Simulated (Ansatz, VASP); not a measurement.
**Two plane-wave programs on MoS2**

```
Mo S
1.0
     3.14936    0.00000    0.00000
    -1.57468    2.72742    0.00000
     0.00000    0.00000   12.09177
Mo S
2 4
Direct
  0.33333 0.66667 0.25000
  0.66667 0.33333 0.75000
  0.32001 0.64001 0.62380
  0.65334 0.30668 0.12380
  0.34666 0.69332 0.87620
  0.67999 0.35999 0.37620
```

Change from the starting cell: mode 10 frozen in at -0.073 Å and mode 16 at +0.040 Å (largest displacements).

Alike in both runs: task single point; functional PBE; dispersion D3(BJ); k mesh 12 × 12 × 4; occupations gaussian, width 0.05 eV; no spin polarisation.

|  | VASP | Ansatz |
| --- | --- | --- |
| version | VASP 6.6.1 | Ansatz 0.2.0 |
| potentials or method | VASP PAW PBE potentials, release 64 (Mo_sv, S), cutoff 520 eV | scalar-relativistic, plane waves, PAW |
| valence electrons in the cell | 52 | 52 |

VASP gave:

- gap on the k mesh at the Fermi level (eV): 0.82
- least direct gap on the mesh (eV): 1.63
- pressure (GPa): 4.4
- traceless stress, the component that is largest in VASP (GPa): -6.84
- rms of the force components (eV/Å): 0.550

Q: What did Ansatz give for the same quantities?

A: gap on the k mesh at the Fermi level (eV): 0.81; least direct gap on the mesh (eV): 1.63; pressure (GPa): 4.5; traceless stress, the component that is largest in VASP (GPa): -6.86; rms of the force components (eV/Å): 0.557.

Atom by atom the forces differ by 0.009 eV/Å (rms over components).
